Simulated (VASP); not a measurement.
# As (R-3m) in VASP: a series of runs

The runs below take As through single point, with LDA.

Program: VASP 6.6.1. These are calculated values, not measurements. Logs are shortened: lines on timing, memory, paths and dates and some standing lists are left out, and cuts for length are marked.

**1. The cell of the first run**

It takes space group R-3m (No. 166, trigonal). The conventional cell has a = 3.760 Å, b = 3.760 Å, c = 9.983 Å, α = 90.00°, β = 90.00°, γ = 120.00°. As (site symmetry 3m) has 6 As at 2.52 to 2.99 Å within 3.3 Å.

**2. Single point, LDA**

Input file INCAR:

```
SYSTEM = As
PREC = Accurate
ENCUT = 500
EDIFF = 1E-6
ISMEAR = 0
SIGMA = 0.03
LREAL = .FALSE.
LASPH = .TRUE.
NELM = 120
ALGO = Normal
ISIF = 2
LWAVE = .FALSE.
LCHARG = .FALSE.
NBANDS = 12
GGA_COMPAT = .FALSE.
```

Input file KPOINTS:

```
regular mesh
0
G
  10 10 10
  0 0 0
```

Input file POSCAR:

```
As
1.0
    1.8799878575      1.0854114956      3.3276505507
   -1.8799878575      1.0854114956      3.3276505507
    0.0000000000     -2.1708229912      3.3276505507
As
2
Direct
    0.7695128170      0.7695128170      0.7695128170
    0.2304871830      0.2304871830      0.2304871830
```

Potentials or basis: VASP PAW LDA potentials, release 64 (As).

Launch:

```bash
$ cat potpaw_LDA.64/As/POTCAR > POTCAR
$ mpirun -np 1 vasp_std > vasp.out
```

OUTCAR:

```text
SYSTEM = As
   PREC = Accurate
   ENCUT = 500
   EDIFF = 1E-6
   ISMEAR = 0
   LREAL = .FALSE.
   LASPH = .TRUE.
   NELM = 120
   ISIF = 2

 ion  position               nearest neighbor table
   1  0.770  0.770  0.770-   2 2.52   2 2.52   2 2.52
   2  0.230  0.230  0.230-   1 2.52   1 2.52   1 2.52

  LATTYP: Found a trigonal (rhomboedric) cell.
 ALAT       =     3.9731260547
 COS(alpha) =     0.5522089635

  Lattice vectors:

 A1 = (   1.8799878575,   1.0854114956,   3.3276505507)
 A2 = (  -1.8799878575,   1.0854114956,   3.3276505507)
 A3 = (   0.0000000000,  -2.1708229912,   3.3276505507)

Analysis of symmetry for initial positions (statically):
=====================================================================
 Subroutine PRICEL returns:
 Original cell was already a primitive cell.

 Routine SETGRP: Setting up the symmetry group for a
 trigonal (rhombohedral) supercell.

 Subroutine GETGRP returns: Found 12 space group operations
 (whereof 12 operations were pure point group operations)
 out of a pool of 12 trial point group operations.

The static configuration has the point symmetry D_3d.

Analysis of symmetry for dynamics (positions and initial velocities):
=====================================================================
 Subroutine PRICEL returns:
 Original cell was already a primitive cell.

 Routine SETGRP: Setting up the symmetry group for a
 trigonal (rhombohedral) supercell.

 Subroutine GETGRP returns: Found 12 space group operations
 (whereof 12 operations were pure point group operations)
 out of a pool of 12 trial point group operations.

The dynamic configuration has the point symmetry D_3d.

 Subroutine INISYM returns: Found 12 space group operations
 (whereof 12 operations are pure point group operations),
 and found     1 'primitive' translations

----------------------------------------------------------------------------------------

                                     Primitive cell

  volume of cell :      40.7416

  direct lattice vectors                    reciprocal lattice vectors
     1.879987857  1.085411496  3.327650551     0.265959165  0.153551595  0.100170775
    -1.879987857  1.085411496  3.327650551    -0.265959165  0.153551595  0.100170775
     0.000000000 -2.170822991  3.327650551     0.000000000 -0.307103191  0.100170775

  length of vectors
     3.973126055  3.973126055  3.973126055     0.323027172  0.323027172  0.323027172

  position of ions in fractional coordinates (direct lattice)
     0.769512817  0.769512817  0.769512817
     0.230487183  0.230487183  0.230487183

  ion indices of the primitive-cell ions
   primitive index   ion index
                 1           1
                 2           2

----------------------------------------------------------------------------------------

 KPOINTS: regular mesh

Automatic generation of k-mesh.
 Grid dimensions read from file:
 generate k-points for:   10   10   10

 Generating k-lattice:

  Cartesian coordinates                     Fractional coordinates (reciprocal lattice)
     0.026595916  0.015355160  0.010017077     0.100000000 -0.000000000  0.000000000
    -0.026595916  0.015355160  0.010017077    -0.000000000  0.100000000  0.000000000
     0.000000000 -0.030710319  0.010017077     0.000000000  0.000000000  0.100000000

  Length of vectors
     0.032302717  0.032302717  0.032302717

  Shift w.r.t. Gamma in fractional coordinates (k-lattice)
     0.000000000  0.000000000  0.000000000

 Subroutine IBZKPT returns following result:
 ===========================================

 Found    116 irreducible k-points:

 Following reciprocal coordinates:
            Coordinates               Weight
  0.000000  0.000000  0.000000      1.000000
  0.100000 -0.000000  0.000000      6.000000
  0.200000 -0.000000  0.000000      6.000000
  0.300000  0.000000  0.000000      6.000000
  0.400000  0.000000  0.000000      6.000000
  0.500000 -0.000000  0.000000      3.000000
[... 16 lines left out ...]
  0.300000  0.300000 -0.000000      6.000000
  0.400000  0.300000  0.000000     12.000000
 [... further k-points ...]
   k-points           NKPTS =    116   k-points in BZ     NKDIM =    116   number of bands    NBANDS=     12
   number of dos      NEDOS =    301   number of ions     NIONS =      2
   total plane-waves  NPLWV =  27000
   dimension x,y,z NGX =    30 NGY =   30 NGZ =   30
   dimension x,y,z NGXF=    60 NGYF=   60 NGZF=   60
   ions per type =               2
   NGX,Y,Z   is equivalent  to a cutoff of  12.55, 12.55, 12.55 a.u.
   NGXF,Y,Z  is equivalent  to a cutoff of  25.11, 25.11, 25.11 a.u.
 SYSTEM =  As
   PREC   = accura    normal or accurate (medium, high low for compatibility)
   ISTART =      0    job   : 0-new  1-cont  2-samecut
   ICHARG =      2    charge: 1-file 2-atom 10-const
   ISPIN  =      1    spin polarized calculation?
   LNONCOLLINEAR =      F non collinear calculations
   LSORBIT =      F    spin-orbit coupling
   LASPH  =      T    aspherical Exc in radial PAW
   ENCUT  =  500.0 eV  36.75 Ry    6.06 a.u.   7.24  7.24  7.24*2*pi/ulx,y,z
   NELM   =    120;   NELMIN=  2; NELMDL= -5     # of ELM steps
   EDIFF  = 0.1E-05   stopping-criterion for ELM
   LREAL  =      F    real-space projection
   EDIFFG = 0.1E-04   stopping-criterion for IOM
   NSW    =      0    number of steps for IOM
   IBRION =     -1    ionic relax: 0-MD 1-quasi-New 2-CG
   NFREE  =      0    steps in history (QN), initial steepest desc. (CG)
   ISIF   =      2    stress and relaxation
   ISYM   =      2    0-nonsym 1-usesym 2-fastsym
   POTIM  = 0.5000    time-step for ionic-motion
   TEBEG  =    0.0;   TEEND  =   0.0 temperature during run
   PSTRESS=    0.0 pullay stress
   NELECT =      10.0000    total number of electrons
   NUPDOWN=      -1.0000    fix difference up-down
   EMIN   =  10.00;   EMAX   =-10.00  energy-range for DOS
   EFERMI =   0.00;   METHOD = LEGACY
   ISMEAR =     0;   SIGMA  =   0.03  broadening in eV -4-tet -1-fermi 0-gaus
   EFERMI_NEDOS =   21; number of points for ismear=-14 and -15
   IALGO  =     38    algorithm
   IMIX   =      4    mixing-type and parameters
     AMIX     =   0.40;   BMIX     =  1.00
     AMIX_MAG =   1.60;   BMIX_MAG =  1.00
  volume/ion in A,a.u.               =      20.37       137.47
  Fermi-wavevector in a.u.,A,eV,Ry     =   1.025011  1.936991 14.294939  1.050648
  Thomas-Fermi vector in A             =   2.158829
   LORBIT       =      0    0 simple, 1 ext, 2 COOP (PROOUT), +10 PAW based schemes
   GGA     = CA    functional components
   LHFCALC =     F    Hartree Fock is set to
   AEXX    =    0.0000 exact exchange contribution
   IVDW    =     0    specifies the selected vdW correction
   LEPSILON=     F    determine dielectric tensor
   LRPA    =     F    only Hartree local field effects (RPA)
 non-spin polarized calculation
 Gauss-broadening in eV      SIGMA  =   0.03
  energy-cutoff  :      500.00
  volume of cell :       40.74
 maximum number of plane-waves:      1060
 NGX is ok and might be reduce to    30
   NGX = 15   NGY = 15   NGZ = 15

 number of electron      10.0000001 magnetization

 Free energy of the ion-electron system (eV)
  ---------------------------------------------------
  ext. energy  EPLUGINS =         0.00000000
  ---------------------------------------------------
  free energy    TOTEN  =       -10.78896986 eV

  energy without entropy =      -10.78881389  energy(sigma->0) =      -10.78889187

 E-fermi :   5.9728     XC(G=0): -10.4164

 val. band max:        5.9640593445   @ k =   0.4000   0.3000   0.3000
 cond. band min:       6.1297109093   @ k =   0.4000   0.1000   0.1000
 fundamental gap:      0.1656515649
 Fermi energy:         5.9728355861

 k-point     1 :       0.0000    0.0000    0.0000
  band No.  band energies     occupation
      1      -9.3308      2.00000
      2       0.5276      2.00000
      3       3.6151      2.00000
      4       3.8882      2.00000
      5       3.8882      2.00000
      6       8.1512      0.00000
      7       9.1830      0.00000
      8       9.1830      0.00000
      9      12.4800      0.00000
     10      12.4800      0.00000
     11      12.9134      0.00000
     12      14.6060      0.00000

 k-point     2 :       0.1000   -0.0000    0.0000
  band No.  band energies     occupation
      1      -9.1927      2.00000
      2      -0.0709      2.00000
      3       3.6287      2.00000
      4       3.8238      2.00000
      5       4.0612      2.00000
      6       8.2248      0.00000
      7       8.8790      0.00000
      8       8.9464      0.00000
      9      11.8512      0.00000
     10      12.4268      0.00000
     11      12.4692      0.00000
     12      15.5204      0.00000

 k-point     3 :       0.2000   -0.0000    0.0000
  band No.  band energies     occupation
      1      -8.7813      2.00000
      2      -1.4011      2.00000
      3       3.5408      2.00000
      4       3.6762      2.00000
      5       4.4753      2.00000
      6       7.8365      0.00000
      7       8.2254      0.00000
      8       8.2956      0.00000
      9      11.7481      0.00000
     10      12.4834      0.00000
     11      12.9913      0.00000
     12      17.4276      0.00000
[... 286 lines left out ...]
 k-point    23 :       0.3000    0.3000   -0.0000
  band No.  band energies     occupation
      1      -7.8455      2.00000
      2      -2.3087      2.00000
      3       1.2894      2.00000
      4       2.2193      2.00000
      5       2.8722      2.00000
      6       8.0592      0.00000
      7       9.8885      0.00000
      8      10.8475      0.00000
      9      11.8960      0.00000
     10      15.3134      0.00000
     11      15.7909      0.00000
     12      17.2545      0.00000

 k-point    24 :       0.4000    0.3000    0.0000
  band No.  band energies     occupation
      1      -7.2802      2.00000
      2      -2.9971      2.00000
      3       0.6677      2.00000
      4       1.9492      2.00000
      5       2.4586      2.00000
      6       8.3050      0.00000
      7      10.6843      0.00000
      8      11.0099      0.00000
      9      11.6031      0.00000
     10      16.7386      0.00000
     11      17.0926      0.00000
     12      17.9336      0.00000

 [... further k-points ...]

------------------------ aborting loop because EDIFF is reached ----------------------------------------

  FORCE on cell =-STRESS in cart. coord.  units (eV):
  Direction    XX          YY          ZZ          XY          YZ          ZX
  --------------------------------------------------------------------------------------
  -------------------------------------------------------------------------------------
  Total        0.1432824      0.1432824      0.0655973      0.0000000      0.0000000      0.0000000
  in kB        5.6346240      5.6346240      2.5796358      0.0000000      0.0000000      0.0000000
  external PRESSURE =       4.6162946 kB  Pullay stress =       0.0000000 kB

 VOLUME and BASIS-vectors are now :
 -----------------------------------------------------------------------------
  energy-cutoff  :      500.00
  volume of cell :       40.74
      direct lattice vectors                 reciprocal lattice vectors
     1.879987857  1.085411496  3.327650551     0.265959165  0.153551595  0.100170775
    -1.879987857  1.085411496  3.327650551    -0.265959165  0.153551595  0.100170775
     0.000000000 -2.170822991  3.327650551     0.000000000 -0.307103191  0.100170775

 POSITION                                       TOTAL-FORCE (eV/Angst)
 -----------------------------------------------------------------------------------
      0.00000      0.00000      7.68201         0.000000      0.000000     -0.058897
      0.00000      0.00000      2.30094         0.000000      0.000000      0.058897
 -----------------------------------------------------------------------------------
    total drift:                               -0.000000      0.000000      0.000000

  FREE ENERGIE OF THE ION-ELECTRON SYSTEM (eV)
  ---------------------------------------------------
  free  energy   TOTEN  =       -10.7889698618 eV

  energy  without entropy=      -10.7888138851  energy(sigma->0) =      -10.78889187
```

It took 66 s on 1 thread of Intel Xeon 8259CL, shared host; peak memory 0.17 GiB.

Results:

```
Free energy            : -10.7890 eV
Pressure               : 0.5 GPa
Largest force          : 0.059 eV/Å
Band gap on the k mesh : zero (band 5 reaches 5.96 eV, above the bottom of band 6 at 5.74 eV)
```

Forces on the atoms (eV/Å):
```
As   0.000  0.000 -0.059
As   0.000  0.000  0.059
```

Stress tensor (GPa, compression positive):
```
0.56 0.00 0.00
0.00 0.56 0.00
0.00 0.00 0.26
```

**3. Single point, LDA**

Input file INCAR:

```
SYSTEM = As
  PREC = Accurate
  ENCUT = 500
  EDIFF = 1E-6
  ISMEAR = 0
  SIGMA = 0.1
  LREAL = .FALSE.
  LASPH = .TRUE.
  NELM = 120
  ALGO = Normal
  ISIF = 2
  LWAVE = .FALSE.
  LCHARG = .FALSE.
  GGA = CA
  NBANDS = 12
  GGA_COMPAT = .FALSE.
```

Input file KPOINTS:

```
Automatic mesh
0
G
  10 10 10
  0 0 0
```

POSCAR is that of step 2.

Potentials or basis: VASP PAW LDA potentials, release 64 (As).

Launch:

```bash
$ cat potpaw_LDA.64/As/POTCAR > POTCAR
$ mpirun -np 1 vasp_std > vasp.out
```

Wall time 67 s (1 thread of Intel Xeon 8259CL, shared host); peak memory 0.18 GiB.

Results (log left out):

| Property | Result |
| --- | --- |
| Free energy | -10.7894 eV |
| Pressure | 0.5 GPa |
| Largest force | 0.058 eV/Å |
| Band gap on the k mesh | zero (band 5 reaches 5.96 eV, above the bottom of band 6 at 5.74 eV) |

Forces in eV/Å, atoms in the order of the input:
```
As   0.000  0.000 -0.058
As   0.000  0.000  0.058
```

Stress tensor (GPa, compression positive):
```
0.57 0.00 0.00
0.00 0.57 0.00
0.00 0.00 0.26
```

Levels at points of the mesh, in eV from the Fermi level:
```
           k point  band 2  band 3  band 4  band 5  band 6  band 7  band 8  band 9
(0.00, 0.00, 0.00)   -5.48   -2.39   -2.12   -2.12    2.14    3.17    3.17    6.47
(0.50, 0.00, 0.00)  -11.43   -2.60   -2.39   -0.33   -0.27    0.25    0.85    9.48
(0.50, 0.50, 0.00)   -9.58   -6.47   -4.45   -4.40    1.52    5.83    6.80    7.88
(0.50, 0.50, 0.50)  -10.51   -1.75   -1.75   -0.68    0.32    0.32    1.60    8.53
```

**4. Single point, LDA**

Input file INCAR:

```
  PREC = Accurate
  ENCUT = 500
  EDIFF = 1E-6
  ISMEAR = 0
  SIGMA = 0.2
  LREAL = False
  LASPH = True
  NELM = 120
  ALGO = Normal
  ISIF = 2
  LWAVE = False
  LCHARG = False
  NBANDS = 12
  GGA_COMPAT = False
```

Input file KPOINTS:

```
Automatic mesh
0
Gamma
  10 10 10
```

POSCAR is that of step 3.

Launch:

```bash
$ cat potpaw_LDA.64/As/POTCAR > POTCAR
$ mpirun -np 1 vasp_std > vasp.out
```

Wall time 65 s (1 thread of Intel Xeon 8259CL, shared host); peak memory 0.18 GiB.

The run converged. Its results:

```
Free energy            : -10.7904 eV
Pressure               : 0.5 GPa
Largest force          : 0.063 eV/Å
Band gap on the k mesh : zero (band 5 reaches 5.96 eV, above the bottom of band 6 at 5.74 eV)
```

Forces in eV/Å, atoms in the order of the input:
```
As   0.000  0.000 -0.063
As   0.000  0.000  0.063
```

Stress tensor (GPa, compression positive):
```
0.54 0.00 0.00
0.00 0.54 0.00
0.00 0.00 0.33
```

Levels at points of the mesh, in eV from the Fermi level:
```csv
k point,band 2,band 3,band 4,band 5,band 6,band 7,band 8,band 9
"(0.00, 0.00, 0.00)",-5.50,-2.41,-2.14,-2.14,2.12,3.15,3.15,6.45
"(0.50, 0.00, 0.00)",-11.45,-2.62,-2.41,-0.35,-0.29,0.24,0.84,9.46
"(0.50, 0.50, 0.00)",-9.60,-6.49,-4.47,-4.42,1.50,5.81,6.79,7.86
"(0.50, 0.50, 0.50)",-10.53,-1.77,-1.77,-0.70,0.30,0.30,1.58,8.51
```

**5. Single point, LDA**

Edit INCAR of step 4 so:

```diff
@@ -4,3 +4,3 @@
   ISMEAR = 0
-  SIGMA = 0.2
+  SIGMA = 0.3
   LREAL = False
```

KPOINTS is that of step 4.

POSCAR is that of step 4.

Launch:

```bash
$ cat potpaw_LDA.64/As/POTCAR > POTCAR
$ mpirun -np 1 vasp_std > vasp.out
```

Run time: 65 s. Hardware: 1 thread of Intel Xeon 8259CL, shared host; peak memory 0.18 GiB.

The run converged. Its results:

```
Free energy            : -10.7924 eV
Pressure               : 0.5 GPa
Largest force          : 0.074 eV/Å
Band gap on the k mesh : zero (band 5 reaches 5.96 eV, above the bottom of band 6 at 5.74 eV)
```

Forces in eV/Å, atoms in the order of the input:
```
As   0.000  0.000 -0.074
As   0.000  0.000  0.074
```

Stress tensor (GPa, compression positive):
```
0.50 0.00 0.00
0.00 0.50 0.00
0.00 0.00 0.39
```

Levels at points of the mesh, in eV from the Fermi level:
| k point | band 3 | band 4 | band 5 | band 6 | band 7 | band 8 |
| --- | --- | --- | --- | --- | --- | --- |
| (0.00, 0.00, 0.00) | -2.41 | -2.14 | -2.14 | 2.13 | 3.16 | 3.16 |
| (0.50, 0.00, 0.00) | -2.62 | -2.40 | -0.35 | -0.29 | 0.24 | 0.84 |
| (0.50, 0.50, 0.00) | -6.49 | -4.46 | -4.41 | 1.51 | 5.82 | 6.79 |
| (0.50, 0.50, 0.50) | -1.77 | -1.77 | -0.69 | 0.30 | 0.30 | 1.58 |

**6. Single point, LDA**

Input file INCAR:

```
SYSTEM = As
PREC = Accurate
ENCUT = 500
EDIFF = 1E-6
ISMEAR = 0
SIGMA = 0.6
LREAL = .FALSE.
LASPH = .TRUE.
NELM = 120
ALGO = Normal
ISIF = 2
LWAVE = .FALSE.
LCHARG = .FALSE.
GGA = CA
NBANDS = 12
GGA_COMPAT = .FALSE.
```

Input file KPOINTS:

```
regular mesh
0
G
  10 10 10
  0 0 0
```

POSCAR is that of step 5.

Potentials or basis: VASP PAW LDA potentials, release 64 (As).

Launch:

```bash
$ cat potpaw_LDA.64/As/POTCAR > POTCAR
$ mpirun -np 1 vasp_std > vasp.out
```

Wall time 62 s (1 thread of Intel Xeon 8259CL, shared host); peak memory 0.18 GiB.

It converged, with:

| Quantity | Value |
| --- | --- |
| Free energy | -10.8115 eV |
| Pressure | 0.5 GPa |
| Largest force | 0.125 eV/Å |
| Band gap on the k mesh | zero (band 5 reaches 5.96 eV, above the bottom of band 6 at 5.73 eV) |

Forces on the atoms (eV/Å):
```
As   0.000  0.000 -0.125
As   0.000  0.000  0.125
```

Stress tensor (GPa, compression positive):
```
0.38 0.00 0.00
0.00 0.38 0.00
0.00 0.00 0.62
```

Levels at points of the mesh, in eV from the Fermi level:
| k point | band 2 | band 3 | band 4 | band 5 | band 6 | band 7 | band 8 | band 9 |
| --- | --- | --- | --- | --- | --- | --- | --- | --- |
| (0.00, 0.00, 0.00) | -5.44 | -2.36 | -2.08 | -2.08 | 2.18 | 3.21 | 3.21 | 6.51 |
| (0.50, 0.00, 0.00) | -11.39 | -2.57 | -2.35 | -0.29 | -0.24 | 0.29 | 0.89 | 9.52 |
| (0.50, 0.50, 0.00) | -9.55 | -6.43 | -4.41 | -4.36 | 1.56 | 5.87 | 6.84 | 7.91 |
| (0.50, 0.50, 0.50) | -10.47 | -1.71 | -1.71 | -0.64 | 0.36 | 0.36 | 1.63 | 8.57 |

**7. Summary**

```csv
smearing,gap on the mesh (eV),pressure (GPa),largest force (eV/Å)
gaussian 0.03 eV,none,0.5,0.06
gaussian 0.1 eV,none,0.5,0.06
gaussian 0.2 eV,none,0.5,0.06
gaussian 0.3 eV,none,0.5,0.07
gaussian 0.6 eV,none,0.5,0.12
```

Alike in all rows: task single point; level LDA; potentials or basis VASP PAW LDA potentials, release 64 (As); no spin polarisation; cell as given; k mesh 10 × 10 × 10; cutoff (eV) 500.

Every run on the cell as given and a fine mesh finds a metal.

Total energies depend on the potentials used, so only differences within one code and one set of settings carry meaning.
